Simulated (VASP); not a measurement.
InAs:

```xyz
2
Lattice="0.0000 3.0546 3.0546 3.0546 0.0000 3.0546 3.0546 3.0546 0.0000" Properties=species:S:1:pos:R:3 pbc="T T T"
In    0.0000    0.0000    0.0000
As    1.5273    1.5273    1.5273
```

Base run:

```yaml
Program: VASP 6.6.1
Functional: PBE
Potentials_or_basis: VASP PAW PBE potentials, release 64 (In_d, As)
Cutoff: 520 eV
k_mesh: 6 × 6 × 6
Occupations: fermi-dirac, width 0.02 eV
Spin: no spin polarisation
```

Its results: band gap on the k mesh zero (filled and empty bands touch); pressure 2.1 GPa.

**Question.** The run is repeated on the same cell with these changes: functional from PBE to r2SCAN. What comes out?

**Answer.** Band gap on the k mesh 0.08 eV, direct; pressure 0.0 GPa.

Caveats: spin-orbit coupling is left out, which moves the levels of the heavy elements; the PAW data sets were made with another functional, which shifts forces and pressure a little (some runs).

